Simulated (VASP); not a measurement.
# FeSi2 (P4/mmm) in VASP: further runs

Runs on FeSi2. Level: PBEsol. Tasks: relaxation of the atoms, single point.

Program: VASP 6.6.1. These are calculated values, not measurements. Logs are shortened: lines on timing, memory, paths and dates and some standing lists are left out, and cuts for length are marked.

### 1 The cell of the first run

Symmetry: P4/mmm, No. 123, tetragonal system. The conventional cell has a = 2.730 Å, b = 2.730 Å, c = 5.208 Å, α = 90.00°, β = 90.00°, γ = 90.00°. Fe (site symmetry 4/mmm) has 8 Si at 2.39 Å and 4 Fe at 2.73 Å within 3.2 Å. Si (site symmetry 4mm) has 6 Si at 2.38 to 2.82 Å and 4 Fe at 2.39 Å within 3.1 Å.

### 2 Relaxation of the atoms, PBEsol (equal strain along all axes, cell held: +2.0 %)

Contents of INCAR:

```
SYSTEM = FeSi2
  PREC = Accurate
  ENCUT = 520
  EDIFF = 1E-7
  ISMEAR = 0
  SIGMA = 0.1
  LREAL = .False.
  LASPH = .True.
  NELM = 80
  ALGO = Normal
  ISIF = 2
  LWAVE = .False.
  LCHARG = .False.
  GGA = PS
  IBRION = 2
  NSW = 60
  EDIFFG = -0.008
```

Contents of KPOINTS:

```
Automatic mesh
0
Gamma
  16 16 8
  0 0 0
```

Contents of POSCAR:

```
FeSi2
1.0
    2.7298072044      0.0000000000      0.0000000000
    0.0000000000      2.7298072044      0.0000000000
    0.0000000000      0.0000000000      5.2084896194
Fe Si
1 2
Direct
    0.0000000000      0.0000000000      0.0000000000
    0.5000000000      0.5000000000      0.2711004571
    0.5000000000      0.5000000000      0.7288995429
```

Potentials or basis: VASP PAW PBE potentials, release 64 (Fe, Si).

Launch:

```console
$ cat potpaw_PBE.64/Fe/POTCAR potpaw_PBE.64/Si/POTCAR > POTCAR
$ mpirun -np 1 vasp_std > vasp.out
```

OUTCAR:

```text
SYSTEM = FeSi2
   PREC = Accurate
   ENCUT = 520
   EDIFF = 1E-7
   ISMEAR = 0
   LREAL = .False.
   LASPH = .True.
   NELM = 80
   ISIF = 2
   GGA = PS
   IBRION = 2
   NSW = 60
   EDIFFG = -0.008

 ion  position               nearest neighbor table
   1  0.000  0.000  0.000-   2 2.39   3 2.39   2 2.39   3 2.39   2 2.39   3 2.39   2 2.39   3 2.39

   2  0.500  0.500  0.271-   3 2.38   1 2.39   1 2.39   1 2.39   1 2.39   3 2.82
   3  0.500  0.500  0.729-   2 2.38   1 2.39   1 2.39   1 2.39   1 2.39   2 2.82

  LATTYP: Found a simple tetragonal cell.
 ALAT       =     2.7298072044
 C/A-ratio  =     1.9080064010

  Lattice vectors:

 A1 = (   2.7298072044,   0.0000000000,   0.0000000000)
 A2 = (   0.0000000000,   2.7298072044,   0.0000000000)
 A3 = (   0.0000000000,   0.0000000000,   5.2084896194)

Analysis of symmetry for initial positions (statically):
=====================================================================
 Subroutine PRICEL returns:
 Original cell was already a primitive cell.

 Routine SETGRP: Setting up the symmetry group for a
 simple tetragonal supercell.

 Subroutine GETGRP returns: Found 16 space group operations
 (whereof 16 operations were pure point group operations)
 out of a pool of 16 trial point group operations.

The static configuration has the point symmetry D_4h.

Analysis of symmetry for dynamics (positions and initial velocities):
=====================================================================
 Subroutine PRICEL returns:
 Original cell was already a primitive cell.

 Routine SETGRP: Setting up the symmetry group for a
 simple tetragonal supercell.

 Subroutine GETGRP returns: Found 16 space group operations
 (whereof 16 operations were pure point group operations)
 out of a pool of 16 trial point group operations.

The dynamic configuration has the point symmetry D_4h.

 Subroutine INISYM returns: Found 16 space group operations
 (whereof 16 operations are pure point group operations),
 and found     1 'primitive' translations

----------------------------------------------------------------------------------------

                                     Primitive cell

  volume of cell :      38.8129

  direct lattice vectors                    reciprocal lattice vectors
     2.729807204  0.000000000  0.000000000     0.366326237  0.000000000  0.000000000
     0.000000000  2.729807204  0.000000000     0.000000000  0.366326237  0.000000000
     0.000000000  0.000000000  5.208489619     0.000000000  0.000000000  0.191994239

  length of vectors
     2.729807204  2.729807204  5.208489619     0.366326237  0.366326237  0.191994239

  position of ions in fractional coordinates (direct lattice)
     0.000000000  0.000000000  0.000000000
     0.500000000  0.500000000  0.271100457
     0.500000000  0.500000000  0.728899543

  ion indices of the primitive-cell ions
   primitive index   ion index
                 1           1
                 2           2
                 3           3

----------------------------------------------------------------------------------------

 KPOINTS: Automatic mesh

Automatic generation of k-mesh.
 Grid dimensions read from file:
 generate k-points for:   16   16    8

 Generating k-lattice:

  Cartesian coordinates                     Fractional coordinates (reciprocal lattice)
     0.022895390  0.000000000  0.000000000     0.062500000  0.000000000  0.000000000
     0.000000000  0.022895390  0.000000000     0.000000000  0.062500000  0.000000000
     0.000000000  0.000000000  0.023999280     0.000000000  0.000000000  0.125000000

  Length of vectors
     0.022895390  0.022895390  0.023999280

  Shift w.r.t. Gamma in fractional coordinates (k-lattice)
     0.000000000  0.000000000  0.000000000

 Subroutine IBZKPT returns following result:
 ===========================================

 Found    225 irreducible k-points:

 Following reciprocal coordinates:
            Coordinates               Weight
  0.000000  0.000000  0.000000      1.000000
  0.062500  0.000000  0.000000      4.000000
  0.125000  0.000000  0.000000      4.000000
  0.187500  0.000000  0.000000      4.000000
  0.250000  0.000000  0.000000      4.000000
  0.312500  0.000000  0.000000      4.000000
[... 16 lines left out ...]
  0.437500  0.125000  0.000000      8.000000
  0.500000  0.125000  0.000000      4.000000
 [... further k-points ...]
   k-points           NKPTS =    225   k-points in BZ     NKDIM =    225   number of bands    NBANDS=     12
   number of dos      NEDOS =    301   number of ions     NIONS =      3
   total plane-waves  NPLWV =  16000
   dimension x,y,z NGX =    20 NGY =   20 NGZ =   40
   dimension x,y,z NGXF=    40 NGYF=   40 NGZF=   80
   ions per type =               1   2
   NGX,Y,Z   is equivalent  to a cutoff of  12.18, 12.18, 12.77 a.u.
   NGXF,Y,Z  is equivalent  to a cutoff of  24.36, 24.36, 25.53 a.u.
 SYSTEM =  FeSi2
   PREC   = accura    normal or accurate (medium, high low for compatibility)
   ISTART =      0    job   : 0-new  1-cont  2-samecut
   ICHARG =      2    charge: 1-file 2-atom 10-const
   ISPIN  =      1    spin polarized calculation?
   LNONCOLLINEAR =      F non collinear calculations
   LSORBIT =      F    spin-orbit coupling
   LASPH  =      T    aspherical Exc in radial PAW
   ENCUT  =  520.0 eV  38.22 Ry    6.18 a.u.   5.08  5.08  9.68*2*pi/ulx,y,z
   NELM   =     80;   NELMIN=  2; NELMDL= -5     # of ELM steps
   EDIFF  = 0.1E-06   stopping-criterion for ELM
   LREAL  =      F    real-space projection
   EDIFFG = -.8E-02   stopping-criterion for IOM
   NSW    =     60    number of steps for IOM
   IBRION =      2    ionic relax: 0-MD 1-quasi-New 2-CG
   NFREE  =      1    steps in history (QN), initial steepest desc. (CG)
   ISIF   =      2    stress and relaxation
   ISYM   =      2    0-nonsym 1-usesym 2-fastsym
   POTIM  = 0.5000    time-step for ionic-motion
   TEBEG  =    0.0;   TEEND  =   0.0 temperature during run
   PSTRESS=    0.0 pullay stress
   NELECT =      16.0000    total number of electrons
   NUPDOWN=      -1.0000    fix difference up-down
   EMIN   =  10.00;   EMAX   =-10.00  energy-range for DOS
   EFERMI =   0.00;   METHOD = LEGACY
   ISMEAR =     0;   SIGMA  =   0.10  broadening in eV -4-tet -1-fermi 0-gaus
   EFERMI_NEDOS =   21; number of points for ismear=-14 and -15
   IALGO  =     38    algorithm
   IMIX   =      4    mixing-type and parameters
     AMIX     =   0.40;   BMIX     =  1.00
     AMIX_MAG =   1.60;   BMIX_MAG =  1.00
  volume/ion in A,a.u.               =      12.94        87.31
  Fermi-wavevector in a.u.,A,eV,Ry     =   1.218399  2.302440 20.197800  1.484496
  Thomas-Fermi vector in A             =   2.353687
   LORBIT       =      0    0 simple, 1 ext, 2 COOP (PROOUT), +10 PAW based schemes
   GGA     = PS    functional components
   LHFCALC =     F    Hartree Fock is set to
   AEXX    =    0.0000 exact exchange contribution
   IVDW    =     0    specifies the selected vdW correction
   LEPSILON=     F    determine dielectric tensor
   LRPA    =     F    only Hartree local field effects (RPA)
 conjugate gradient relaxation of ions
 non-spin polarized calculation
 Gauss-broadening in eV      SIGMA  =   0.10
  energy-cutoff  :      520.00
  volume of cell :       38.81
 maximum number of plane-waves:      1068
   NGX = 11   NGY = 11   NGZ = 19

--------------------------------------- Ionic step        1  -------------------------------------------

 number of electron      15.9999995 magnetization

 Free energy of the ion-electron system (eV)
  ---------------------------------------------------
  ext. energy  EPLUGINS =         0.00000000
  ---------------------------------------------------
  free energy    TOTEN  =       -21.88240612 eV

  energy without entropy =      -21.87646370  energy(sigma->0) =      -21.87943491

------------------------ aborting loop because EDIFF is reached ----------------------------------------

  FORCE on cell =-STRESS in cart. coord.  units (eV):
  Direction    XX          YY          ZZ          XY          YZ          ZX
  --------------------------------------------------------------------------------------
  -------------------------------------------------------------------------------------
  Total       -2.3014221     -2.3014221     -2.7980064      0.0000000      0.0000000     -0.0000000
  in kB      -95.0016409    -95.0016409   -115.5004109      0.0000000      0.0000000     -0.0000000
  external PRESSURE =    -101.8345643 kB  Pullay stress =       0.0000000 kB
[... 59 lines left out ...]
  energy  without entropy=      -21.8768116465  energy(sigma->0) =      -21.87982706

--------------------------------------- Ionic step        3  -------------------------------------------

 number of electron      15.9999995 magnetization

 Free energy of the ion-electron system (eV)
  ---------------------------------------------------
  ext. energy  EPLUGINS =         0.00000000
  ---------------------------------------------------
  free energy    TOTEN  =       -21.88287394 eV

  energy without entropy =      -21.87686203  energy(sigma->0) =      -21.87986798

 E-fermi :   9.3057     XC(G=0): -11.8529

 val. band max:        9.2969028816   @ k =   0.4375   0.2500   0.0000
 cond. band min:       9.3100504135   @ k =   0.4375   0.4375   0.0000
 fundamental gap:      0.0131475318
 Fermi energy:         9.3056906030

 k-point     1 :       0.0000    0.0000    0.0000
  band No.  band energies     occupation
      1      -4.2655      2.00000
      2       0.2865      2.00000
      3       1.6362      2.00000
      4       5.9392      2.00000
      5       7.7668      2.00000
      6       7.8685      2.00000
      7       7.8685      2.00000
      8       8.6815      2.00000
      9      13.6256      0.00000
     10      13.6256      0.00000
     11      15.5142      0.00000
     12      16.3902      0.00000
[... 331 lines left out ...]
 k-point    24 :       0.5000    0.1250    0.0000
  band No.  band energies     occupation
      1      -0.2237      2.00000
      2       1.9332      2.00000
      3       2.7197      2.00000
      4       4.9369      2.00000
      5       5.4991      2.00000
      6       6.6025      2.00000
      7       7.4364      2.00000
      8       8.5670      2.00000
      9       9.3949      0.20717
     10      10.5380      0.00000
     11      11.6213      0.00000
     12      14.4205      0.00000

 [... further k-points ...]

------------------------ aborting loop because EDIFF is reached ----------------------------------------

  FORCE on cell =-STRESS in cart. coord.  units (eV):
  Direction    XX          YY          ZZ          XY          YZ          ZX
  --------------------------------------------------------------------------------------
  -------------------------------------------------------------------------------------
  Total       -2.2446457     -2.2446457     -2.7929800      0.0000000      0.0000000     -0.0000000
  in kB      -92.6579377    -92.6579377   -115.2929234      0.0000000      0.0000000     -0.0000000
  external PRESSURE =    -100.2029329 kB  Pullay stress =       0.0000000 kB
[... 18 lines left out ...]
  FREE ENERGIE OF THE ION-ELECTRON SYSTEM (eV)
  ---------------------------------------------------
  free  energy   TOTEN  =       -21.8828739431 eV

  energy  without entropy=      -21.8768620264  energy(sigma->0) =      -21.87986798

 reached required accuracy - stopping structural energy minimisation
```

It took 84 s on 1 thread of Intel Xeon Platinum 8488C (Sapphire Rapids), shared host; peak memory 0.24 GiB.

What came out:

- Free energy: -21.8829 eV
- Energy gained by relaxing: 0.2 meV/atom
- Ionic steps: 3
- Pressure after relaxing: -10.0 GPa
- Band gap on the k mesh: zero (bands 8 and 9 overlap by 0.31 eV)

Stress tensor (GPa, compression positive):
```
 -9.27   0.00   0.00
  0.00  -9.27   0.00
  0.00   0.00 -11.53
```

Step by step:
```csv
step,energy change (eV),largest force (eV/Å),pressure (GPa)
1,0.0000,0.1106,-10.18
2,-0.0004,0.0288,-9.99
3,-0.0005,0.0001,-10.02
```

Final structure:
```xyz
3
Lattice="2.7298 0.0000 0.0000 0.0000 2.7298 0.0000 0.0000 0.0000 5.2085" Properties=species:S:1:pos:R:3 pbc="T T T"
Fe    0.0000    0.0000    0.0000
Si    1.3649    1.3649    1.4078
Si    1.3649    1.3649    3.8007
```

Caveat: the cell differs from its parent crystal (equal strain along all axes, cell held: +2.0 %); the PAW data sets were made with another functional, which shifts forces and pressure a little; the run has no spin polarisation, though such a crystal can be magnetic.

### 3 Single point, PBEsol (equal strain along all axes, cell held: +3.0 %, then relaxed in part)

Contents of INCAR:

```
PREC     = Accurate       # precision mode
ENCUT    = 690            # plane-wave cutoff, eV
EDIFF    = 1E-6           # SCF threshold, eV
ISMEAR   = 0              # smearing method
SIGMA    = 0.1            # smearing width, eV
LREAL    = F              # projectors in reciprocal space
LASPH    = T              # aspherical terms in the spheres
NELM     = 120            # most SCF steps
ALGO     = Normal         # electronic algorithm
ISIF     = 2              # what is computed and relaxed
LWAVE    = F              # write WAVECAR
LCHARG   = T              # write CHGCAR
GGA      = PS             # functional
LELF     = T              # ELF
LVHAR    = T            
NBANDS   = 19             # bands
GGA_COMPAT= F
```

Contents of KPOINTS:

```
regular mesh
0
Gamma
  16 16 8
```

Contents of POSCAR:

```
FeSi2
1.0
    2.7565700201      0.0000000000      0.0000000000
    0.0000000000      2.7565700201      0.0000000000
    0.0000000000      0.0000000000      5.2595532431
Fe Si
1 2
Direct
    0.0000000000      0.0000000000      0.0000000000
    0.5000000000      0.5000000000      0.2691432377
    0.5000000000      0.5000000000      0.7308567623
```

Potentials or basis: VASP PAW PBE potentials, release 64 (Fe_sv, Si).

Launch:

```console
$ cat potpaw_PBE.64/Fe_sv/POTCAR potpaw_PBE.64/Si/POTCAR > POTCAR
$ mpirun -np 1 vasp_std > vasp.out
```

It took 1.9 min on 1 thread of Intel Xeon Platinum 8124M at 3.00GHz (Skylake/Cascade Lake), shared host; peak memory 0.36 GiB.

It converged, with:

- Free energy: -21.9000 eV
- Pressure: -14.4 GPa
- Largest force: 0.018 eV/Å
- Band gap on the k mesh: zero (bands 12 and 13 overlap by 0.27 eV)

Forces on the atoms (eV/Å):
```
Fe   0.000  0.000  0.000
Si   0.000  0.000 -0.018
Si   0.000  0.000  0.018
```

Stress tensor (GPa, compression positive):
```
-13.40   0.00   0.00
  0.00 -13.40   0.00
  0.00   0.00 -16.49
```

Levels at points of the mesh, in eV from the Fermi level:
```tsv
k point	band 9	band 10	band 11	band 12	band 13	band 14	band 15	band 16
(0.00, 0.00, 0.00)	-1.47	-1.40	-1.40	-0.62	4.16	4.16	6.01	7.07
(0.50, 0.00, 0.00)	-3.63	-2.86	-1.93	-1.01	0.10	1.12	2.21	7.82
(0.50, 0.50, 0.00)	-4.23	-3.18	-2.00	-0.26	0.10	2.49	3.03	3.03
(0.00, 0.00, 0.50)	-2.23	-1.45	-1.45	-0.62	2.16	5.17	5.17	6.27
(0.50, 0.00, 0.50)	-2.91	-2.20	-1.93	-1.02	0.48	2.06	4.40	4.89
(0.50, 0.50, 0.50)	-3.22	-3.22	-1.62	0.10	0.49	0.49	1.38	2.22
```

Caveat: the cell differs from its parent crystal (equal strain along all axes, cell held: +3.0 %, then relaxed in part); the cell stands under tension; the PAW data sets were made with another functional, which shifts forces and pressure a little; the run has no spin polarisation, though such a crystal can be magnetic. Spin polarisation is off, so any magnetic state and its effect on volume and gap are missing.
